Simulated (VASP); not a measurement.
# AlAs4 (I4/mmm) in VASP: single point with PBE

Aim: the single point of AlAs4 with PBE.

All numbers are computed with VASP 6.6.1; they aren't measurements. Logs are shortened: lines on timing, memory, paths and dates and some standing lists are left out, and cuts for length are marked.

## (1) The cell of the first run

It takes space group I4/mmm (No. 139, tetragonal). Conventional cell: a = 5.136 Å, b = 5.136 Å, c = 8.246 Å, α = 90.00°, β = 90.00°, γ = 90.00°. Within 3.7 Å of Al (site symmetry 4/mmm) lie 10 As at 2.79 to 3.29 Å. Within 3.5 Å of As (site symmetry 4mm) lie 5 As at 2.66 to 2.67 Å and 1 Al at 2.79 Å. Within 3.5 Å of As (site symmetry -4m2) lie 4 As at 2.67 Å and 4 Al at 3.29 Å.

## (2) Single point, PBE

Contents of INCAR:

```
SYSTEM = AlAs4
  ALGO = Normal
  EDIFF = 1E-6
  ENCUT = 500
  GGA = PE
  GGA_COMPAT = .False.
  ISIF = 2
  ISMEAR = 0
  LASPH = .True.
  LCHARG = .False.
  LREAL = .False.
  LWAVE = .False.
  NBANDS = 20
  NELM = 120
  PREC = Accurate
  SIGMA = 0.2
```

Contents of KPOINTS:

```
k-points
0
Gamma
  5 5 5
  0 0 0
```

Contents of POSCAR:

```
AlAs4
1.0
   -2.5677744181      2.5677744181      4.1230602252
    2.5677744181     -2.5677744181      4.1230602252
    2.5677744181      2.5677744181     -4.1230602252
Al As
1 4
Direct
    0.0000000000      0.0000000000      0.0000000000
    0.6612760324      0.6612760324      0.0000000000
    0.7500000000      0.2500000000      0.5000000000
    0.2500000000      0.7500000000      0.5000000000
    0.3387239676      0.3387239676      0.0000000000
```

Potentials or basis: VASP PAW PBE potentials, release 64 (Al, As).

Launch:

```
$ cat potpaw_PBE.64/Al/POTCAR potpaw_PBE.64/As/POTCAR > POTCAR
$ mpirun -np 1 vasp_std > vasp.out
```

OUTCAR:

```text
SYSTEM = AlAs4
   EDIFF = 1E-6
   ENCUT = 500
   GGA = PE
   ISIF = 2
   ISMEAR = 0
   LASPH = .True.
   LREAL = .False.
   NELM = 120
   PREC = Accurate

 ion  position               nearest neighbor table
   1  0.000  0.000  0.000-   2 2.79   5 2.79
   2  0.661  0.661  0.000-   5 2.66   3 2.67   4 2.67   3 2.67   4 2.67   1 2.79
   3  0.750  0.250  0.500-   5 2.67   2 2.67   5 2.67   2 2.67
   4  0.250  0.750  0.500-   5 2.67   2 2.67   5 2.67   2 2.67
   5  0.339  0.339  0.000-   2 2.66   3 2.67   4 2.67   4 2.67   3 2.67   1 2.79

  LATTYP: Found a body centered tetragonal cell.
 ALAT       =     5.1355488362
 C/A-ratio  =     1.6056940969

  Lattice vectors:

 A1 = (  -2.5677744181,   2.5677744181,   4.1230602252)
 A2 = (   2.5677744181,  -2.5677744181,   4.1230602252)
 A3 = (   2.5677744181,   2.5677744181,  -4.1230602252)

Analysis of symmetry for initial positions (statically):
=====================================================================
 Subroutine PRICEL returns:
 Original cell was already a primitive cell.

 Routine SETGRP: Setting up the symmetry group for a
 body centered tetragonal supercell.

 Subroutine GETGRP returns: Found 16 space group operations
 (whereof 16 operations were pure point group operations)
 out of a pool of 16 trial point group operations.

The static configuration has the point symmetry D_4h.

Analysis of symmetry for dynamics (positions and initial velocities):
=====================================================================
 Subroutine PRICEL returns:
 Original cell was already a primitive cell.

 Routine SETGRP: Setting up the symmetry group for a
 body centered tetragonal supercell.

 Subroutine GETGRP returns: Found 16 space group operations
 (whereof 16 operations were pure point group operations)
 out of a pool of 16 trial point group operations.

The dynamic configuration has the point symmetry D_4h.

 Subroutine INISYM returns: Found 16 space group operations
 (whereof 16 operations are pure point group operations),
 and found     1 'primitive' translations

----------------------------------------------------------------------------------------

                                     Primitive cell

  volume of cell :     108.7410

  direct lattice vectors                    reciprocal lattice vectors
    -2.567774418  2.567774418  4.123060225     0.000000000  0.194721155  0.121269148
     2.567774418 -2.567774418  4.123060225     0.194721155  0.000000000  0.121269148
     2.567774418  2.567774418 -4.123060225     0.194721155  0.194721155  0.000000000

  length of vectors
     5.494229386  5.494229386  5.494229386     0.229396021  0.229396021  0.275377298

  position of ions in fractional coordinates (direct lattice)
     0.000000000  0.000000000  0.000000000
     0.661276032  0.661276032  0.000000000
     0.750000000  0.250000000  0.500000000
     0.250000000  0.750000000  0.500000000
     0.338723968  0.338723968  0.000000000

  ion indices of the primitive-cell ions
   primitive index   ion index
                 1           1
                 2           2
                 3           3
                 4           4
                 5           5

----------------------------------------------------------------------------------------

 KPOINTS: k-points

Automatic generation of k-mesh.
 Grid dimensions read from file:
 generate k-points for:    5    5    5

 Generating k-lattice:

  Cartesian coordinates                     Fractional coordinates (reciprocal lattice)
     0.000000000  0.038944231  0.024253830     0.200000000 -0.000000000  0.000000000
     0.038944231  0.000000000  0.024253830    -0.000000000  0.200000000  0.000000000
     0.038944231  0.038944231  0.000000000     0.000000000  0.000000000  0.200000000

  Length of vectors
     0.045879204  0.045879204  0.055075460

  Shift w.r.t. Gamma in fractional coordinates (k-lattice)
     0.000000000  0.000000000  0.000000000

 Subroutine IBZKPT returns following result:
 ===========================================

 Found     18 irreducible k-points:

 Following reciprocal coordinates:
            Coordinates               Weight
  0.000000  0.000000  0.000000      1.000000
  0.200000 -0.000000  0.000000      8.000000
  0.400000 -0.000000  0.000000      8.000000
  0.200000  0.200000  0.000000      8.000000
  0.400000  0.200000  0.000000     16.000000
 -0.400000  0.200000  0.000000     16.000000
[... 10 lines left out ...]
 -0.400000  0.400000  0.400000      4.000000
 -0.400000 -0.400000  0.400000      2.000000
   k-points           NKPTS =     18   k-points in BZ     NKDIM =     18   number of bands    NBANDS=     20
   number of dos      NEDOS =    301   number of ions     NIONS =      5
   total plane-waves  NPLWV =  64000
   dimension x,y,z NGX =    40 NGY =   40 NGZ =   40
   dimension x,y,z NGXF=    80 NGYF=   80 NGZF=   80
   ions per type =               1   4
   NGX,Y,Z   is equivalent  to a cutoff of  12.10, 12.10, 12.10 a.u.
   NGXF,Y,Z  is equivalent  to a cutoff of  24.21, 24.21, 24.21 a.u.
 SYSTEM =  AlAs4
   PREC   = accura    normal or accurate (medium, high low for compatibility)
   ISTART =      0    job   : 0-new  1-cont  2-samecut
   ICHARG =      2    charge: 1-file 2-atom 10-const
   ISPIN  =      1    spin polarized calculation?
   LNONCOLLINEAR =      F non collinear calculations
   LSORBIT =      F    spin-orbit coupling
   LASPH  =      T    aspherical Exc in radial PAW
   ENCUT  =  500.0 eV  36.75 Ry    6.06 a.u.  10.02 10.02 10.02*2*pi/ulx,y,z
   NELM   =    120;   NELMIN=  2; NELMDL= -5     # of ELM steps
   EDIFF  = 0.1E-05   stopping-criterion for ELM
   LREAL  =      F    real-space projection
   EDIFFG = 0.1E-04   stopping-criterion for IOM
   NSW    =      0    number of steps for IOM
   IBRION =     -1    ionic relax: 0-MD 1-quasi-New 2-CG
   NFREE  =      0    steps in history (QN), initial steepest desc. (CG)
   ISIF   =      2    stress and relaxation
   ISYM   =      2    0-nonsym 1-usesym 2-fastsym
   POTIM  = 0.5000    time-step for ionic-motion
   TEBEG  =    0.0;   TEEND  =   0.0 temperature during run
   PSTRESS=    0.0 pullay stress
   NELECT =      23.0000    total number of electrons
   NUPDOWN=      -1.0000    fix difference up-down
   EMIN   =  10.00;   EMAX   =-10.00  energy-range for DOS
   EFERMI =   0.00;   METHOD = LEGACY
   ISMEAR =     0;   SIGMA  =   0.20  broadening in eV -4-tet -1-fermi 0-gaus
   EFERMI_NEDOS =   21; number of points for ismear=-14 and -15
   IALGO  =     38    algorithm
   IMIX   =      4    mixing-type and parameters
     AMIX     =   0.40;   BMIX     =  1.00
     AMIX_MAG =   1.60;   BMIX_MAG =  1.00
  volume/ion in A,a.u.               =      21.75       146.76
  Fermi-wavevector in a.u.,A,eV,Ry     =   0.975408  1.843254 12.944865  0.951421
  Thomas-Fermi vector in A             =   2.105945
   LORBIT       =      0    0 simple, 1 ext, 2 COOP (PROOUT), +10 PAW based schemes
   GGA     = PE    functional components
   LHFCALC =     F    Hartree Fock is set to
   AEXX    =    0.0000 exact exchange contribution
   IVDW    =     0    specifies the selected vdW correction
   LEPSILON=     F    determine dielectric tensor
   LRPA    =     F    only Hartree local field effects (RPA)
 non-spin polarized calculation
 Gauss-broadening in eV      SIGMA  =   0.20
  energy-cutoff  :      500.00
  volume of cell :      108.74
 maximum number of plane-waves:      2779
   NGX = 19   NGY = 19   NGZ = 19

 number of electron      22.9999999 magnetization

 Free energy of the ion-electron system (eV)
  ---------------------------------------------------
  ext. energy  EPLUGINS =         0.00000000
  ---------------------------------------------------
  free energy    TOTEN  =       -20.95756375 eV

  energy without entropy =      -20.91144139  energy(sigma->0) =      -20.93450257

 E-fermi :   5.1735     XC(G=0):  -9.8154

 val. band max:        5.1421482061   @ k =   0.2000  -0.0000   0.0000
 cond. band min:       5.2191472440   @ k =   0.4000   0.4000   0.0000
 fundamental gap:      0.0769990379
 Fermi energy:         5.1734877765

 k-point     1 :       0.0000    0.0000    0.0000
  band No.  band energies     occupation
      1      -9.1974      2.00000
      2      -4.8089      2.00000
      3      -4.7085      2.00000
      4      -2.6945      2.00000
      5      -0.4577      2.00000
      6      -0.4577      2.00000
[... 12 lines left out ...]
     19      11.5382      0.00000
     20      11.5382      0.00000

 k-point     2 :       0.2000   -0.0000    0.0000
  band No.  band energies     occupation
      1      -8.9472      2.00000
      2      -5.5850      2.00000
      3      -4.6721      2.00000
      4      -2.9766      2.00000
      5      -0.3511      2.00000
      6       0.2837      2.00000
[... 12 lines left out ...]
     19      11.3425      0.00000
     20      11.5316      0.00000

 k-point     3 :       0.4000   -0.0000    0.0000
  band No.  band energies     occupation
      1      -8.2399      2.00000
      2      -6.9305      2.00000
      3      -4.4664      2.00000
      4      -3.5012      2.00000
      5      -0.0147      2.00000
      6       0.2848      2.00000
[... 12 lines left out ...]
     19      10.2559      0.00000
     20      11.7191      0.00000

 k-point     4 :       0.2000    0.2000    0.0000
  band No.  band energies     occupation
      1      -8.6036      2.00000
      2      -5.8438      2.00000
      3      -5.3740      2.00000
      4      -3.1585      2.00000
      5      -0.4701      2.00000
      6       0.6349      2.00000
[... 291 lines left out ...]
 k-point    17 :      -0.4000    0.4000    0.4000
  band No.  band energies     occupation
      1      -8.2521      2.00000
      2      -6.7239      2.00000
      3      -5.1976      2.00000
      4      -1.6807      2.00000
      5      -1.6258      2.00000
      6      -0.9424      2.00000
[... 12 lines left out ...]
     19       9.5395      0.00000
     20      10.5404      0.00000

 k-point    18 :      -0.4000   -0.4000    0.4000
  band No.  band energies     occupation
      1      -8.5619      2.00000
      2      -6.3485      2.00000
      3      -4.9448      2.00000
      4      -1.3900      2.00000
      5      -1.0851      2.00000
      6      -1.0851      2.00000
[... 12 lines left out ...]
     19      10.3667      0.00000
     20      10.3667      0.00000

------------------------ aborting loop because EDIFF is reached ----------------------------------------

  FORCE on cell =-STRESS in cart. coord.  units (eV):
  Direction    XX          YY          ZZ          XY          YZ          ZX
  --------------------------------------------------------------------------------------
  -------------------------------------------------------------------------------------
  Total        0.2299308      0.2299308      0.1252038      0.0000000      0.0000000      0.0000000
  in kB        3.3877725      3.3877725      1.8447378      0.0000000      0.0000000      0.0000000
  external PRESSURE =       2.8734276 kB  Pullay stress =       0.0000000 kB

 VOLUME and BASIS-vectors are now :
 -----------------------------------------------------------------------------
  energy-cutoff  :      500.00
  volume of cell :      108.74
      direct lattice vectors                 reciprocal lattice vectors
    -2.567774418  2.567774418  4.123060225     0.000000000  0.194721155  0.121269148
     2.567774418 -2.567774418  4.123060225     0.194721155  0.000000000  0.121269148
     2.567774418  2.567774418 -4.123060225     0.194721155  0.194721155  0.000000000

 POSITION                                       TOTAL-FORCE (eV/Angst)
 -----------------------------------------------------------------------------------
      0.00000      0.00000      0.00000        -0.000000     -0.000000     -0.000000
      0.00000      0.00000      5.45296        -0.000000     -0.000000     -0.007599
      0.00000      2.56777      2.06153        -0.000000     -0.000000      0.000000
      2.56777      0.00000      2.06153        -0.000000     -0.000000     -0.000000
      0.00000      0.00000      2.79316         0.000000      0.000000      0.007599
 -----------------------------------------------------------------------------------
    total drift:                               -0.000000     -0.000000      0.000000

  FREE ENERGIE OF THE ION-ELECTRON SYSTEM (eV)
  ---------------------------------------------------
  free  energy   TOTEN  =       -20.9575637479 eV

  energy  without entropy=      -20.9114413933  energy(sigma->0) =      -20.93450257
```

Run time: 61 s. Hardware: 1 thread of Intel Xeon 8259CL, shared host; peak memory 0.24 GiB.

What came out:

| Quantity | Value |
| --- | --- |
| Free energy | -20.9576 eV |
| Pressure | 0.3 GPa |
| Largest force | 0.008 eV/Å |

Forces on the atoms (eV/Å):
```
Al   0.000  0.000  0.000
As   0.000  0.000 -0.008
As   0.000  0.000  0.000
As   0.000  0.000  0.000
As   0.000  0.000  0.008
```

Levels at points of the mesh, in eV from the Fermi level:
```tsv
k point	band 8	band 9	band 10	band 11	band 12	band 13	band 14	band 15
(0.00, 0.00, 0.00)	-3.42	-3.42	-3.09	-2.09	-1.87	-0.28	-0.28	3.19
```
